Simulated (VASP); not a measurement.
# AlN: single point with LDA

Crystal: AlN.

```
CELL_PARAMETERS angstrom
3.07995 0.00000 0.00000
-1.53997 2.66731 0.00000
0.00000 0.00000 4.92621
ATOMIC_POSITIONS crystal
Al 0.33333 0.66667 0.99893
Al 0.66667 0.33333 0.49893
N 0.33333 0.66667 0.38107
N 0.66667 0.33333 0.88107
```

```yaml
Program: VASP 6.6.1
Task: single point
Functional: LDA
Potentials_or_basis: VASP PAW LDA potentials, release 64 (Al, N)
Cutoff: 520 eV
k_mesh: 8 × 8 × 6
Occupations: gaussian, width 0.01 eV
Spin: no spin polarisation
```

| Property | Result |
| --- | --- |
| Pressure | 2.6 GPa |
| Band gap on the k mesh | 4.50 eV |

Forces in eV/Å, atoms in the order of the input:
```
Al   0.000  0.000 -0.002
Al   0.000  0.000 -0.002
N    0.000  0.000  0.002
N    0.000  0.000  0.002
```

Levels at points of the mesh, in eV from the valence-band top:
| k point | band 6 | band 7 | band 8 | band 9 | band 10 | band 11 |
| --- | --- | --- | --- | --- | --- | --- |
| (0.00, 0.00, 0.00) | -0.24 | -0.24 | 0.00 | 4.50 | 6.80 | 10.73 |
| (0.50, 0.00, 0.00) | -2.17 | -1.86 | -0.72 | 5.74 | 5.75 | 8.34 |
| (0.00, 0.00, 0.50) | -0.58 | -0.58 | -0.58 | 6.68 | 6.68 | 10.39 |
| (0.50, 0.00, 0.50) | -1.53 | -1.41 | -1.41 | 5.29 | 5.29 | 9.26 |

It took 28 s on 1 thread of Intel Xeon 8259CL, with other jobs on the host, peak memory 0.15 GiB.

A k mesh can miss the band edges.
